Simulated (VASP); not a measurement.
# BeS (F-43m) in VASP: a series of runs

BeS is run at these levels: PBE; tasks: relaxation of cell and atoms.

Program: VASP 6.6.1. These are calculated values, not measurements. Logs are shortened: lines on timing, memory, paths and dates and some standing lists are left out, and cuts for length are marked.

## Step 1: The cell of the first run

Symmetry: F-43m, No. 216, cubic system. Conventional cell: a = 4.877 Å, b = 4.877 Å, c = 4.877 Å, α = 90.00°, β = 90.00°, γ = 90.00°. Within 2.8 Å of Be (site symmetry -43m) lie 4 S at 2.11 Å. S (site symmetry -43m) has 4 Be at 2.11 Å within 2.8 Å.

## Step 2: Relaxation of cell and atoms, PBE

Input file INCAR:

```
SYSTEM = BeS
ALGO = Normal
EDIFF = 1E-6
EDIFFG = -0.01
ENCUT = 600
GGA = PE
IBRION = 2
ISIF = 3
ISMEAR = 0
LASPH = .True.
LCHARG = .False.
LREAL = .False.
LWAVE = .False.
NELM = 60
NSW = 100
PREC = Accurate
SIGMA = 0.02
```

Input file KPOINTS:

```
k-points
0
Gamma
  8 8 8
  0 0 0
```

Input file POSCAR:

```
BeS
1.0
    0.0000000000      2.4382793560      2.4382793560
    2.4382793560      0.0000000000      2.4382793560
    2.4382793560      2.4382793560      0.0000000000
Be S
1 1
Direct
    0.7500000000      0.7500000000      0.7500000000
    0.0000000000      0.0000000000      0.0000000000
```

Potentials or basis: VASP PAW PBE potentials, release 64 (Be, S).

Command:

```console
cat potpaw_PBE.64/Be/POTCAR potpaw_PBE.64/S/POTCAR > POTCAR
mpirun -np 1 vasp_std > vasp.out
```

OUTCAR:

```text
SYSTEM = BeS
   EDIFF = 1E-6
   EDIFFG = -0.01
   ENCUT = 600
   GGA = PE
   IBRION = 2
   ISIF = 3
   ISMEAR = 0
   LASPH = .True.
   LREAL = .False.
   NELM = 60
   NSW = 100
   PREC = Accurate

 ion  position               nearest neighbor table
   1  0.750  0.750  0.750-   2 2.11   2 2.11   2 2.11   2 2.11
   2  0.000  0.000  0.000-   1 2.11   1 2.11   1 2.11   1 2.11

  LATTYP: Found a face centered cubic cell.
 ALAT       =     4.8765587120

  Lattice vectors:

 A1 = (   0.0000000000,   2.4382793560,   2.4382793560)
 A2 = (   2.4382793560,   0.0000000000,   2.4382793560)
 A3 = (   2.4382793560,   2.4382793560,   0.0000000000)

Analysis of symmetry for initial positions (statically):
=====================================================================
 Subroutine PRICEL returns:
 Original cell was already a primitive cell.

 Routine SETGRP: Setting up the symmetry group for a
 face centered cubic supercell.

 Subroutine GETGRP returns: Found 24 space group operations
 (whereof 24 operations were pure point group operations)
 out of a pool of 48 trial point group operations.

The static configuration has the point symmetry T_d .

Analysis of symmetry for dynamics (positions and initial velocities):
=====================================================================
 Subroutine PRICEL returns:
 Original cell was already a primitive cell.

 Routine SETGRP: Setting up the symmetry group for a
 face centered cubic supercell.

 Subroutine GETGRP returns: Found 24 space group operations
 (whereof 24 operations were pure point group operations)
 out of a pool of 48 trial point group operations.

The dynamic configuration has the point symmetry T_d .

 Subroutine INISYM returns: Found 24 space group operations
 (whereof 24 operations are pure point group operations),
 and found     1 'primitive' translations

----------------------------------------------------------------------------------------

                                     Primitive cell

  volume of cell :      28.9921

  direct lattice vectors                    reciprocal lattice vectors
     0.000000000  2.438279356  2.438279356    -0.205062639  0.205062639  0.205062639
     2.438279356  0.000000000  2.438279356     0.205062639 -0.205062639  0.205062639
[... 81 lines left out ...]
   LSORBIT =      F    spin-orbit coupling
   LASPH  =      T    aspherical Exc in radial PAW
   ENCUT  =  600.0 eV  44.10 Ry    6.64 a.u.   6.89  6.89  6.89*2*pi/ulx,y,z
   NELM   =     60;   NELMIN=  2; NELMDL= -5     # of ELM steps
   EDIFF  = 0.1E-05   stopping-criterion for ELM
   LREAL  =      F    real-space projection
   EDIFFG = -.1E-01   stopping-criterion for IOM
   NSW    =    100    number of steps for IOM
   IBRION =      2    ionic relax: 0-MD 1-quasi-New 2-CG
   NFREE  =      1    steps in history (QN), initial steepest desc. (CG)
   ISIF   =      3    stress and relaxation
   ISYM   =      2    0-nonsym 1-usesym 2-fastsym
   POTIM  = 0.5000    time-step for ionic-motion
   TEBEG  =    0.0;   TEEND  =   0.0 temperature during run
   PSTRESS=    0.0 pullay stress
   NELECT =       8.0000    total number of electrons
   NUPDOWN=      -1.0000    fix difference up-down
   EMIN   =  10.00;   EMAX   =-10.00  energy-range for DOS
   EFERMI =   0.00;   METHOD = LEGACY
   ISMEAR =     0;   SIGMA  =   0.02  broadening in eV -4-tet -1-fermi 0-gaus
   EFERMI_NEDOS =   21; number of points for ismear=-14 and -15
   IALGO  =     38    algorithm
   IMIX   =      4    mixing-type and parameters
     AMIX     =   0.40;   BMIX     =  1.00
     AMIX_MAG =   1.60;   BMIX_MAG =  1.00
  volume/ion in A,a.u.               =      14.50        97.82
  Fermi-wavevector in a.u.,A,eV,Ry     =   1.065806  2.014081 15.455426  1.135942
  Thomas-Fermi vector in A             =   2.201369
   LORBIT       =      0    0 simple, 1 ext, 2 COOP (PROOUT), +10 PAW based schemes
   GGA     = PE    functional components
   LHFCALC =     F    Hartree Fock is set to
   AEXX    =    0.0000 exact exchange contribution
   IVDW    =     0    specifies the selected vdW correction
   LEPSILON=     F    determine dielectric tensor
   LRPA    =     F    only Hartree local field effects (RPA)
 conjugate gradient relaxation of ions
 non-spin polarized calculation
 Gauss-broadening in eV      SIGMA  =   0.02
  energy-cutoff  :      600.00
  volume of cell :       28.99
 maximum number of plane-waves:       982
   NGX = 13   NGY = 13   NGZ = 13

 number of electron       7.9999999 magnetization

 Free energy of the ion-electron system (eV)
  ---------------------------------------------------
  ext. energy  EPLUGINS =         0.00000000
  ---------------------------------------------------
  free energy    TOTEN  =       -10.01354925 eV

  energy without entropy =      -10.01354925  energy(sigma->0) =      -10.01354925

 E-fermi :   4.1291     XC(G=0):  -9.6630

 val. band max:        4.0064586161   @ k =   0.0000   0.0000   0.0000
 cond. band min:       7.1535954392   @ k =   0.5000   0.5000   0.0000
 fundamental gap:      3.1471368230
 Fermi energy:         4.1290645793

 k-point     1 :       0.0000    0.0000    0.0000
  band No.  band energies     occupation
      1      -9.5769      2.00000
      2       4.0065      2.00000
      3       4.0065      2.00000
      4       4.0065      2.00000
      5       9.6825      0.00000
      6       9.6825      0.00000
      7       9.6825      0.00000
      8       9.7546      0.00000
[... 243 lines left out ...]
 k-point    24 :      -0.3750    0.2500    0.1250
  band No.  band energies     occupation
      1      -7.7436      2.00000
      2      -1.1506      2.00000
      3       1.2827      2.00000
      4       2.2109      2.00000
      5      10.1135      0.00000
      6      10.5560      0.00000
      7      13.0687      0.00000
      8      14.4495      0.00000

 [... further k-points ...]
[... 5 lines left out ...]
  --------------------------------------------------------------------------------------
  -------------------------------------------------------------------------------------
  Total        0.0038781      0.0038781      0.0038781     -0.0000000     -0.0000000      0.0000000
  in kB        0.2143150      0.2143150      0.2143150     -0.0000000     -0.0000000      0.0000000
  external PRESSURE =       0.2143150 kB  Pullay stress =       0.0000000 kB

 VOLUME and BASIS-vectors are now :
 -----------------------------------------------------------------------------
  energy-cutoff  :      600.00
  volume of cell :       28.99
      direct lattice vectors                 reciprocal lattice vectors
     0.000000000  2.438279356  2.438279356    -0.205062639  0.205062639  0.205062639
     2.438279356  0.000000000  2.438279356     0.205062639 -0.205062639  0.205062639
     2.438279356  2.438279356  0.000000000     0.205062639  0.205062639 -0.205062639

 POSITION                                       TOTAL-FORCE (eV/Angst)
 -----------------------------------------------------------------------------------
      3.65742      3.65742      3.65742        -0.000000     -0.000000     -0.000000
      0.00000      0.00000      0.00000         0.000000      0.000000      0.000000
 -----------------------------------------------------------------------------------
    total drift:                                0.000000      0.000000      0.000000

  FREE ENERGIE OF THE ION-ELECTRON SYSTEM (eV)
  ---------------------------------------------------
  free  energy   TOTEN  =       -10.0135492519 eV

  energy  without entropy=      -10.0135492519  energy(sigma->0) =      -10.01354925

 reached required accuracy - stopping structural energy minimisation
```

OSZICAR:

```text
N       E                     dE             d eps       ncg     rms          rms(c)
DAV:   1     0.154445286478E+02    0.15445E+02   -0.39088E+03   464   0.913E+02
DAV:   2    -0.954859357792E+01   -0.24993E+02   -0.23393E+02   752   0.119E+02
DAV:   3    -0.101781748425E+02   -0.62958E+00   -0.62958E+00   568   0.207E+01
DAV:   4    -0.101801354247E+02   -0.19606E-02   -0.19606E-02   768   0.129E+00
DAV:   5    -0.101801367402E+02   -0.13155E-05   -0.13155E-05   584   0.303E-02    0.553E+00
DAV:   6    -0.100502979100E+02    0.12984E+00   -0.14519E-01   504   0.224E+00    0.381E+00
DAV:   7    -0.100122048245E+02    0.38093E-01   -0.12701E-01   648   0.235E+00    0.100E+00
DAV:   8    -0.100133773439E+02   -0.11725E-02   -0.64244E-03   624   0.525E-01    0.132E-01
DAV:   9    -0.100134965399E+02   -0.11920E-03   -0.49716E-04   552   0.180E-01    0.284E-02
DAV:  10    -0.100135453140E+02   -0.48774E-04   -0.89284E-05   624   0.702E-02    0.964E-03
DAV:  11    -0.100135489942E+02   -0.36802E-05   -0.12830E-05   536   0.240E-02    0.701E-03
DAV:  12    -0.100135492519E+02   -0.25775E-06   -0.10396E-06   608   0.763E-03
   1 F= -.10013549E+02 E0= -.10013549E+02  d E =-.100135E+02
```

CONTCAR:

```text
BeS
   1.00000000000000
     0.0000000000000000    2.4382793559999998    2.4382793559999998
     2.4382793559999998    0.0000000000000000    2.4382793559999998
     2.4382793559999998    2.4382793559999998    0.0000000000000000
  Be              S
     1     1
Direct
     0.7500000000000000    0.7500000000000000    0.7500000000000000
     0.0000000000000000    0.0000000000000000    0.0000000000000000

  0.00000000E+00  0.00000000E+00  0.00000000E+00
  0.00000000E+00  0.00000000E+00  0.00000000E+00
```

It took 8.5 s on 1 thread of Intel Xeon Platinum 8259CL at 2.50GHz (Skylake/Cascade Lake), shared host; peak memory 0.15 GiB.

What came out:

| Item | Value |
| --- | --- |
| Free energy | -10.0135 eV |
| Pressure after relaxing | 0.0 GPa |
| Band gap on the k mesh | 3.15 eV, indirect (least direct gap 5.68 eV) |

Final structure:
```cif
data_structure
_symmetry_space_group_name_H-M 'P 1'
_symmetry_Int_Tables_number 1
_cell_length_a 3.4482
_cell_length_b 3.4482
_cell_length_c 3.4482
_cell_angle_alpha 60.000
_cell_angle_beta 60.000
_cell_angle_gamma 60.000
_cell_volume 28.99
loop_
_atom_site_label
_atom_site_type_symbol
_atom_site_fract_x
_atom_site_fract_y
_atom_site_fract_z
_atom_site_occupancy
Be1 Be 0.75000 0.75000 0.75000 1
S1 S 0.00000 0.00000 0.00000 1
```

Caveat: the relaxation stopped at its first step, so nothing moved.

## Step 3: Relaxation of cell and atoms, PBE

Input file INCAR:

```
SYSTEM = BeS
PREC     = Accurate       ! precision mode
ENCUT    = 600            ! plane-wave cutoff, eV
EDIFF    = 1E-6           ! SCF threshold, eV
ISMEAR   = 0              ! smearing method
SIGMA    = 0.01           ! smearing width, eV
LREAL    = .False.        ! projectors in reciprocal space
LASPH    = .True.         ! aspherical terms in the spheres
NELM     = 80             ! most SCF steps
ALGO     = Normal         ! electronic algorithm
ISIF     = 3              ! what is computed and relaxed
LWAVE    = .False.        ! write WAVECAR
LCHARG   = .False.        ! write CHGCAR
GGA      = PE             ! functional
IBRION   = 2              ! ionic algorithm
NSW      = 80             ! ionic steps
EDIFFG   = -0.001         ! ionic threshold
```

Input file KPOINTS:

```
Automatic mesh
0
Gamma
  8 8 8
  0 0 0
```

POSCAR is that of step 2.

Potentials or basis: VASP PAW PBE potentials, release 64 (Be, S).

Command:

```console
cat potpaw_PBE.64/Be/POTCAR potpaw_PBE.64/S/POTCAR > POTCAR
mpirun -np 1 vasp_std > vasp.out
```

Wall time 10 s (1 thread of Intel Xeon Platinum 8259CL at 2.50GHz (Skylake/Cascade Lake), shared host); peak memory 0.14 GiB.

The run converged. Its results:

```yaml
Free_energy: -10.0135 eV
Relaxed_volume: 14.50 Å³/atom
Relaxed_cell: a = 3.449 Å, b = 3.449 Å, c = 3.449 Å, α = 60.00°, β = 60.00°, γ = 60.00°
Space_group_after_relaxing_to_0.05_Å: F-43m (No. 216)
Energy_gained_by_relaxing: 0.0 meV/atom
Ionic_steps: 2
Pressure_after_relaxing: 0.0 GPa
Band_gap_on_the_k_mesh: 3.15 eV, indirect (least direct gap 5.68 eV)
```

Final structure:
```xyz
2
Lattice="0.0000 2.4385 2.4385 2.4385 0.0000 2.4385 2.4385 2.4385 0.0000" Properties=species:S:1:pos:R:3 pbc="T T T"
Be    3.6578    3.6578    3.6578
S     4.8770    4.8770    4.8770
```

Levels at points of the mesh, in eV from the valence-band top:
```csv
k point,band 1,band 2,band 3,band 4,band 5,band 6,band 7,band 8
"(0.00, 0.00, 0.00)",-13.58,0.00,0.00,0.00,5.68,5.68,5.68,5.75
"(0.50, 0.00, 0.00)",-12.02,-5.68,-1.01,-1.01,5.42,6.57,6.57,11.13
"(0.50, 0.50, 0.00)",-11.49,-4.93,-2.58,-2.58,3.15,4.93,12.65,12.65
```

A k mesh can miss the band edges.
